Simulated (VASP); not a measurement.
Ta8H4C: single point with PBEsol

The system is Ta8H4C, a slab with vacuum.

```
Ta H C
1.0
     4.63936    0.00000    0.00000
    -2.31968    4.01780    0.00000
     0.00000    0.00000   27.07873
Ta H C
8 4 1
Direct
  0.66667 0.33333 0.31390
  0.33333 0.66667 0.34887
  0.00000 0.00000 0.38384
  0.66667 0.33333 0.41882
  0.33333 0.66667 0.45008
  0.00000 0.00000 0.49121
  0.66667 0.33333 0.52151
  0.33333 0.66667 0.54632
  0.33333 0.66667 0.64100
  0.55974 0.67074 0.69472
  0.32926 0.88900 0.69472
  0.11100 0.44026 0.69472
  0.33333 0.66667 0.68191
```

| Quantity | Value |
| --- | --- |
| Program | VASP 6.6.1 |
| Task | single point |
| Functional | PBEsol |
| Potentials or basis | VASP PAW PBE potentials, release 64 (Ta_pv, H, C) |
| Cutoff | 520 eV |
| k mesh | 6 × 6 × 1 |
| Occupations | gaussian, width 0.1 eV |
| Spin | no spin polarisation |

The largest force is 1.941 eV/Å and the band gap on the k mesh is zero (bands 48 and 49 overlap by 0.40 eV).

Forces on the atoms (eV/Å):
```
Ta   0.000  0.000  1.941
Ta   0.000  0.000 -0.003
Ta   0.000  0.000 -1.180
Ta   0.000  0.000 -0.778
Ta   0.000  0.000 -0.015
Ta   0.000  0.000  0.015
Ta   0.000  0.000  0.003
Ta   0.000  0.000  0.009
H    0.000  0.000 -0.025
H    0.033  0.000  0.013
H   -0.017  0.028  0.013
H   -0.016 -0.028  0.013
C    0.000  0.000 -0.005
```

Levels at points of the mesh, in eV from the Fermi level:
| k point | band 45 | band 46 | band 47 | band 48 | band 49 | band 50 | band 51 | band 52 |
| --- | --- | --- | --- | --- | --- | --- | --- | --- |
| (0.00, 0.00, 0.00) | -0.64 | -0.64 | -0.23 | -0.23 | -0.17 | 0.12 | 0.36 | 0.36 |
| (0.50, 0.00, 0.00) | -0.76 | -0.67 | -0.64 | -0.38 | -0.35 | 0.38 | 0.73 | 0.76 |

It took 6.4 min on 1 thread of Intel(R) Xeon(R) 6975P-C (Granite Rapids), with other jobs on the host, peak memory 0.66 GiB.

Caveat: the PAW data sets were made with another functional, which shifts forces and pressure a little; spin-orbit coupling is left out, which moves the levels of the heavy elements.
